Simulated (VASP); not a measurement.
# AlNi (Pm-3m) in VASP: a series of runs

Runs on AlNi. Level: PBE. Tasks: single point.

All numbers are computed with VASP 6.6.1; they aren't measurements. Logs are shortened: lines on timing, memory, paths and dates and some standing lists are left out, and cuts for length are marked.

## (1) The cell of the first run

Symmetry: Pm-3m, No. 221, cubic system. Conventional cell: a = 2.893 Å, b = 2.893 Å, c = 2.893 Å, α = 90.00°, β = 90.00°, γ = 90.00°. Within 3.3 Å of Al (site symmetry m-3m) lie 8 Ni at 2.51 Å and 6 Al at 2.89 Å. Ni (site symmetry m-3m) has 8 Al at 2.51 Å and 6 Ni at 2.89 Å within 3.3 Å.

## (2) Single point, PBE

The input, INCAR:

```
SYSTEM = AlNi
PREC = Accurate ; ENCUT = 520
EDIFF = 1E-6 ; ISMEAR = 0
SIGMA = 0.15 ; LREAL = .FALSE.
LASPH = .TRUE. ; NELM = 80
ALGO = Normal ; ISIF = 2
LWAVE = .FALSE. ; LCHARG = .TRUE.
GGA = PE ; LELF = .TRUE.
LVHAR = .TRUE. ; NBANDS = 14
```

The input, KPOINTS:

```
Automatic mesh
0
G
  16 16 16
  0 0 0
```

The input, POSCAR:

```
AlNi
1.0
    2.8927237805      0.0000000000      0.0000000000
    0.0000000000      2.8927237805      0.0000000000
    0.0000000000      0.0000000000      2.8927237805
Al Ni
1 1
Direct
    0.0000000000      0.0000000000      0.0000000000
    0.5000000000      0.5000000000      0.5000000000
```

Potentials or basis: VASP PAW PBE potentials, release 64 (Al, Ni).

On the command line:

```console
$ cat potpaw_PBE.64/Al/POTCAR potpaw_PBE.64/Ni/POTCAR > POTCAR
$ mpirun -np 1 vasp_std > vasp.out
```

OUTCAR:

```text
SYSTEM = AlNi
   PREC = Accurate
   ENCUT = 520
   EDIFF = 1E-6
   ISMEAR = 0
   LREAL = .FALSE.
   LASPH = .TRUE.
   NELM = 80
   ISIF = 2
   GGA = PE

 ion  position               nearest neighbor table
   1  0.000  0.000  0.000-   2 2.51   2 2.51   2 2.51   2 2.51   2 2.51   2 2.51   2 2.51   2 2.51

   2  0.500  0.500  0.500-   1 2.51   1 2.51   1 2.51   1 2.51   1 2.51   1 2.51   1 2.51   1 2.51

  LATTYP: Found a simple cubic cell.
 ALAT       =     2.8927237805

  Lattice vectors:

 A1 = (   2.8927237805,   0.0000000000,   0.0000000000)
 A2 = (   0.0000000000,   2.8927237805,   0.0000000000)
 A3 = (   0.0000000000,   0.0000000000,   2.8927237805)

Analysis of symmetry for initial positions (statically):
=====================================================================
 Subroutine PRICEL returns:
 Original cell was already a primitive cell.

 Routine SETGRP: Setting up the symmetry group for a
 simple cubic supercell.

 Subroutine GETGRP returns: Found 48 space group operations
 (whereof 48 operations were pure point group operations)
 out of a pool of 48 trial point group operations.

The static configuration has the point symmetry O_h .

Analysis of symmetry for dynamics (positions and initial velocities):
=====================================================================
 Subroutine PRICEL returns:
 Original cell was already a primitive cell.

 Routine SETGRP: Setting up the symmetry group for a
 simple cubic supercell.

 Subroutine GETGRP returns: Found 48 space group operations
 (whereof 48 operations were pure point group operations)
 out of a pool of 48 trial point group operations.

The dynamic configuration has the point symmetry O_h .

 Subroutine INISYM returns: Found 48 space group operations
 (whereof 48 operations are pure point group operations),
 and found     1 'primitive' translations

----------------------------------------------------------------------------------------

                                     Primitive cell

  volume of cell :      24.2059

  direct lattice vectors                    reciprocal lattice vectors
     2.892723780  0.000000000  0.000000000     0.345694949  0.000000000  0.000000000
     0.000000000  2.892723780  0.000000000     0.000000000  0.345694949  0.000000000
     0.000000000  0.000000000  2.892723780     0.000000000  0.000000000  0.345694949

  length of vectors
     2.892723780  2.892723780  2.892723780     0.345694949  0.345694949  0.345694949

  position of ions in fractional coordinates (direct lattice)
     0.000000000  0.000000000  0.000000000
     0.500000000  0.500000000  0.500000000

  ion indices of the primitive-cell ions
   primitive index   ion index
                 1           1
                 2           2

----------------------------------------------------------------------------------------

 KPOINTS: Automatic mesh

Automatic generation of k-mesh.
 Grid dimensions read from file:
 generate k-points for:   16   16   16

 Generating k-lattice:

  Cartesian coordinates                     Fractional coordinates (reciprocal lattice)
     0.021605934  0.000000000  0.000000000     0.062500000  0.000000000  0.000000000
     0.000000000  0.021605934  0.000000000     0.000000000  0.062500000  0.000000000
     0.000000000  0.000000000  0.021605934     0.000000000  0.000000000  0.062500000

  Length of vectors
     0.021605934  0.021605934  0.021605934

  Shift w.r.t. Gamma in fractional coordinates (k-lattice)
     0.000000000  0.000000000  0.000000000

 Subroutine IBZKPT returns following result:
 ===========================================

 Found    165 irreducible k-points:

 Following reciprocal coordinates:
            Coordinates               Weight
  0.000000  0.000000  0.000000      1.000000
  0.062500  0.000000  0.000000      6.000000
  0.125000  0.000000  0.000000      6.000000
  0.187500  0.000000  0.000000      6.000000
  0.250000  0.000000  0.000000      6.000000
  0.312500  0.000000  0.000000      6.000000
[... 16 lines left out ...]
  0.437500  0.125000  0.000000     24.000000
  0.500000  0.125000  0.000000     12.000000
 [... further k-points ...]
   k-points           NKPTS =    165   k-points in BZ     NKDIM =    165   number of bands    NBANDS=     14
   number of dos      NEDOS =    301   number of ions     NIONS =      2
   total plane-waves  NPLWV =  13824
   dimension x,y,z NGX =    24 NGY =   24 NGZ =   24
   dimension x,y,z NGXF=    48 NGYF=   48 NGZF=   48
   ions per type =               1   1
   NGX,Y,Z   is equivalent  to a cutoff of  13.79, 13.79, 13.79 a.u.
   NGXF,Y,Z  is equivalent  to a cutoff of  27.59, 27.59, 27.59 a.u.
 SYSTEM =  AlNi
   PREC   = accura    normal or accurate (medium, high low for compatibility)
   ISTART =      0    job   : 0-new  1-cont  2-samecut
   ICHARG =      2    charge: 1-file 2-atom 10-const
   ISPIN  =      1    spin polarized calculation?
   LNONCOLLINEAR =      F non collinear calculations
   LSORBIT =      F    spin-orbit coupling
   LASPH  =      T    aspherical Exc in radial PAW
   ENCUT  =  520.0 eV  38.22 Ry    6.18 a.u.   5.38  5.38  5.38*2*pi/ulx,y,z
   NELM   =     80;   NELMIN=  2; NELMDL= -5     # of ELM steps
   EDIFF  = 0.1E-05   stopping-criterion for ELM
   LREAL  =      F    real-space projection
[... 7 lines left out ...]
   TEBEG  =    0.0;   TEEND  =   0.0 temperature during run
   PSTRESS=    0.0 pullay stress
   NELECT =      13.0000    total number of electrons
   NUPDOWN=      -1.0000    fix difference up-down
   EMIN   =  10.00;   EMAX   =-10.00  energy-range for DOS
   EFERMI =   0.00;   METHOD = LEGACY
   ISMEAR =     0;   SIGMA  =   0.15  broadening in eV -4-tet -1-fermi 0-gaus
   EFERMI_NEDOS =   21; number of points for ismear=-14 and -15
   IALGO  =     38    algorithm
   IMIX   =      4    mixing-type and parameters
     AMIX     =   0.40;   BMIX     =  1.00
     AMIX_MAG =   1.60;   BMIX_MAG =  1.00
  volume/ion in A,a.u.               =      12.10        81.67
  Fermi-wavevector in a.u.,A,eV,Ry     =   1.330707  2.514671 24.092926  1.770780
  Thomas-Fermi vector in A             =   2.459773
   LORBIT       =      0    0 simple, 1 ext, 2 COOP (PROOUT), +10 PAW based schemes
   GGA     = PE    functional components
   LHFCALC =     F    Hartree Fock is set to
   AEXX    =    0.0000 exact exchange contribution
   IVDW    =     0    specifies the selected vdW correction
   LEPSILON=     F    determine dielectric tensor
   LRPA    =     F    only Hartree local field effects (RPA)
 non-spin polarized calculation
 Gauss-broadening in eV      SIGMA  =   0.15
  energy-cutoff  :      520.00
  volume of cell :       24.21
 maximum number of plane-waves:       672
 NGX is ok and might be reduce to    24
   NGX = 11   NGY = 11   NGZ = 11

 number of electron      13.0000013 magnetization

 Free energy of the ion-electron system (eV)
  ---------------------------------------------------
  ext. energy  EPLUGINS =         0.00000000
  ---------------------------------------------------
  free energy    TOTEN  =       -10.54367017 eV

  energy without entropy =      -10.53487338  energy(sigma->0) =      -10.53927178

 E-fermi :   9.8692     XC(G=0): -11.9898

 val. band max:        9.8685913204   @ k =   0.3750   0.3125   0.1250
 cond. band min:       9.8755138922   @ k =   0.3750   0.1875   0.1875
 fundamental gap:      0.0069225719
 Fermi energy:         9.8692435660

 k-point     1 :       0.0000    0.0000    0.0000
  band No.  band energies     occupation
      1      -1.1832      2.00000
      2       6.6994      2.00000
      3       6.6994      2.00000
      4       8.3514      2.00000
      5       8.3514      2.00000
      6       8.3514      2.00000
      7      15.3141      0.00000
      8      15.3141      0.00000
      9      15.3141      0.00000
     10      17.9517      0.00000
     11      17.9517      0.00000
     12      23.3907      0.00000
     13      30.6513      0.00000
     14      30.6513      0.00000

 k-point     2 :       0.0625    0.0000    0.0000
  band No.  band energies     occupation
      1      -1.1119      2.00000
      2       6.6941      2.00000
      3       6.7160      2.00000
      4       8.3204      2.00000
      5       8.3204      2.00000
      6       8.3547      2.00000
      7      14.5298      0.00000
      8      15.4086      0.00000
      9      15.4086      0.00000
     10      17.9567      0.00000
     11      18.6619      0.00000
     12      23.6434      0.00000
     13      29.7850      0.00000
     14      29.7850      0.00000

 k-point     3 :       0.1250    0.0000    0.0000
  band No.  band energies     occupation
      1      -0.8986      2.00000
      2       6.6644      2.00000
      3       6.7639      2.00000
      4       8.2348      2.00000
      5       8.2348      2.00000
      6       8.3639      2.00000
      7      13.1562      0.00000
      8      15.6852      0.00000
      9      15.6852      0.00000
     10      17.9715      0.00000
     11      19.7746      0.00000
     12      24.4491      0.00000
     13      28.2908      0.00000
     14      28.2908      0.00000
[... 324 lines left out ...]
 k-point    23 :       0.4375    0.1250    0.0000
  band No.  band energies     occupation
      1       2.3824      2.00000
      2       4.2604      2.00000
      3       7.1928      2.00000
      4       7.6146      2.00000
      5       7.7062      2.00000
      6       8.3365      2.00000
      7       9.2897      2.00000
      8      16.2986      0.00000
      9      18.1779      0.00000
     10      19.4663      0.00000
     11      21.0582      0.00000
     12      21.6355      0.00000
     13      24.9049      0.00000
     14      25.8381      0.00000

 k-point    24 :       0.5000    0.1250    0.0000
  band No.  band energies     occupation
      1       3.1667      2.00000
      2       3.4395      2.00000
      3       7.2222      2.00000
      4       7.5914      2.00000
      5       7.6839      2.00000
      6       8.3403      2.00000
      7       9.2235      2.00000
      8      16.7528      0.00000
      9      17.7271      0.00000
     10      20.2603      0.00000
     11      20.7481      0.00000
     12      21.0062      0.00000
     13      25.1122      0.00000
     14      25.7045      0.00000

 [... further k-points ...]

------------------------ aborting loop because EDIFF is reached ----------------------------------------

  FORCE on cell =-STRESS in cart. coord.  units (eV):
  Direction    XX          YY          ZZ          XY          YZ          ZX
  --------------------------------------------------------------------------------------
  -------------------------------------------------------------------------------------
  Total        0.0053546      0.0053546      0.0053546      0.0000000     -0.0000000      0.0000000
  in kB        0.3544191      0.3544191      0.3544191      0.0000000     -0.0000000      0.0000000
  external PRESSURE =       0.3544191 kB  Pullay stress =       0.0000000 kB

 VOLUME and BASIS-vectors are now :
 -----------------------------------------------------------------------------
  energy-cutoff  :      520.00
  volume of cell :       24.21
      direct lattice vectors                 reciprocal lattice vectors
     2.892723780  0.000000000  0.000000000     0.345694949  0.000000000  0.000000000
     0.000000000  2.892723780  0.000000000     0.000000000  0.345694949  0.000000000
     0.000000000  0.000000000  2.892723780     0.000000000  0.000000000  0.345694949

 POSITION                                       TOTAL-FORCE (eV/Angst)
 -----------------------------------------------------------------------------------
      0.00000      0.00000      0.00000         0.000000      0.000000      0.000000
      1.44636      1.44636      1.44636         0.000000      0.000000      0.000000
 -----------------------------------------------------------------------------------
    total drift:                                0.000000      0.000000     -0.000000

  FREE ENERGIE OF THE ION-ELECTRON SYSTEM (eV)
  ---------------------------------------------------
  free  energy   TOTEN  =       -10.5436701733 eV

  energy  without entropy=      -10.5348733835  energy(sigma->0) =      -10.53927178
```

Wall time 13 s (1 thread of Intel Xeon 6975P-C (Granite Rapids), shared host); peak memory 0.18 GiB.

What came out:

- Free energy: -10.5437 eV
- Pressure: 0.0 GPa

Levels at points of the mesh, in eV from the Fermi level:
| k point | band 4 | band 5 | band 6 | band 7 | band 8 | band 9 | band 10 | band 11 |
| --- | --- | --- | --- | --- | --- | --- | --- | --- |
| (0.00, 0.00, 0.00) | -1.52 | -1.52 | -1.52 | 5.44 | 5.44 | 5.44 | 8.08 | 8.08 |
| (0.50, 0.00, 0.00) | -2.21 | -2.21 | -1.43 | -0.64 | 8.26 | 9.96 | 9.96 | 10.76 |
| (0.50, 0.50, 0.00) | -2.85 | -2.04 | -2.04 | -1.00 | 1.46 | 2.41 | 12.14 | 15.03 |
| (0.50, 0.50, 0.50) | -0.97 | -0.97 | 2.01 | 2.01 | 2.01 | 3.58 | 4.39 | 4.39 |

Spin polarisation is off, so any magnetic state and its effect on volume and gap are missing.

## (3) Single point, PBE

This run uses another cell than the first one, of 12.41 Å³/atom, 1.025 times its volume.

The input, INCAR:

```
SYSTEM = AlNi
PREC = Accurate
ENCUT = 520
EDIFF = 1E-6
ISMEAR = 0
SIGMA = 0.15
LREAL = .FALSE.
LASPH = .TRUE.
NELM = 80
ALGO = Fast
ISIF = 2
LWAVE = .FALSE.
LCHARG = .TRUE.
GGA = PE
LELF = .TRUE.
LVHAR = .TRUE.
NBANDS = 14
```

KPOINTS is that of step 2.

The input, POSCAR:

```
AlNi
1.0
    2.9167333879      0.0000000000      0.0000000000
    0.0000000000      2.9167333879      0.0000000000
    0.0000000000      0.0000000000      2.9167333879
Al Ni
1 1
Direct
    0.0000000000      0.0000000000      0.0000000000
    0.5000000000      0.5000000000      0.5000000000
```

Potentials or basis: VASP PAW PBE potentials, release 64 (Al, Ni).

On the command line:

```console
$ cat potpaw_PBE.64/Al/POTCAR potpaw_PBE.64/Ni/POTCAR > POTCAR
$ mpirun -np 1 vasp_std > vasp.out
```

It took 18 s on 1 thread of Intel Xeon 6975P-C (Granite Rapids), shared host; peak memory 0.18 GiB.

The run converged. Its results:

* Free energy: -10.5367 eV
* Pressure: -3.8 GPa

Levels at points of the mesh, in eV from the Fermi level:
| k point | band 3 | band 4 | band 5 | band 6 | band 7 | band 8 | band 9 | band 10 | band 11 | band 12 |
| --- | --- | --- | --- | --- | --- | --- | --- | --- | --- | --- |
| (0.00, 0.00, 0.00) | -3.06 | -1.47 | -1.47 | -1.47 | 5.34 | 5.34 | 5.34 | 8.00 | 8.00 | 13.09 |
| (0.50, 0.00, 0.00) | -2.61 | -2.14 | -2.14 | -1.39 | -0.63 | 8.23 | 9.84 | 9.84 | 10.52 | 10.52 |
| (0.50, 0.50, 0.00) | -2.79 | -2.79 | -1.97 | -1.97 | -0.97 | 1.42 | 2.29 | 11.86 | 14.84 | 14.84 |
| (0.50, 0.50, 0.50) | -3.92 | -0.94 | -0.94 | 2.03 | 2.03 | 2.03 | 3.36 | 4.28 | 4.28 | 4.28 |

Spin polarisation is off, so any magnetic state and its effect on volume and gap are missing.
